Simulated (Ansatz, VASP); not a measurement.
InP: VASP beside Ansatz

Contents of POSCAR:

```
InP
1.0
    0.0000000000      2.8935981800      2.8935981800
    2.8935981800      0.0000000000      2.8935981800
    2.8935981800      2.8935981800      0.0000000000
In P
1 1
Direct
    0.0000000000      0.0000000000      0.0000000000
    0.2500000000      0.2500000000      0.2500000000
```

Contents of INCAR.step1:

```
SYSTEM = InP
PREC = Accurate
ENCUT = 520
ISMEAR = -1
SIGMA = 0.02
LREAL = .False.
LASPH = .True.
NELM = 80
GGA = PE
ALGO = Normal
EDIFF = 1E-4
LWAVE = .True.
LCHARG = .False.
```

The input INCAR.step2:

```
SYSTEM = InP
PREC = Accurate
ENCUT = 520
EDIFF = 1E-7
ISMEAR = -1
SIGMA = 0.02
LREAL = .False.
LASPH = .True.
NELM = 80
ALGO = Normal
ISIF = 2
LWAVE = .False.
LCHARG = .False.
METAGGA = R2SCAN
LMIXTAU = .True.
IBRION = 2
NSW = 50
EDIFFG = -0.01
ISTART = 1
```

Contents of KPOINTS:

```
Automatic mesh
0
Gamma
  8 8 8
  0 0 0
```

Input for Ansatz:

```yaml
crystal:
  lattice:
    - [0.0, 2.89359818, 2.89359818]
    - [2.89359818, 0.0, 2.89359818]
    - [2.89359818, 2.89359818, 0.0]
  atoms:
    - { symbol: In, position: [0.0, 0.0, 0.0] }
    - { symbol: P, position: [0.25, 0.25, 0.25] }
  symmetry: { tolerance: 0.0003 }
hamiltonian:
  xc: r2scan
  pseudopotentials: { kind: paw, azcp: { folder: soft_1 } }
basis:
  ecutwfc: 500
magnetization:
  spin_polarized: false
scf:
  occupations: { method: fermi_dirac, width: 0.02 }
kpoints:
  mp_grid: { grid: [8, 8, 8], shift: [0, 0, 0] }
  band_path:
    path:
      - [0.0, 0.0, 0.0]
      - [-0.5, -0.5, 0.0]
      - [-0.375, -0.375, 0.25]
      - [-0.375, 0.0, 0.375]
      - [0.0, 0.0, 0.0]
      - [0.0, 0.0, 0.5]
      - [-0.5, -0.25, 0.25]
      - [-0.5, -0.5, 0.0]
    npoints: 10
output:
  forces: true
  stress: true
  eigenvalues: true
  write_potential: true
  elf: true
  volumetric_format: npy
  dos: { e_range: [-12, 8], de: 0.05 }
relax:
  max_steps: 30
```

Alike in both runs: task relaxation of the atoms; functional r2SCAN; k mesh 8 × 8 × 8; occupations fermi-dirac, width 0.02 eV; no spin polarisation.

```csv
,VASP,Ansatz
version,VASP 6.6.1,Ansatz 0.2.0
potentials or method,"VASP PAW PBE potentials, release 64 (In_d, P), cutoff 520 eV",PAW plane waves
valence electrons in the cell,18,18
```

|  | VASP | Ansatz | Ansatz less VASP |
| --- | --- | --- | --- |
| gap on the k mesh at the Fermi level, each at its own relaxed structure (eV) | 1.39 | 1.38 | -0.010 |

VASP's potentials were made for PBE, not for r2SCAN. Ansatz's warnings: stress scf threshold loose.

Noted on VASP's run: the relaxation stopped at its first step, so nothing moved.
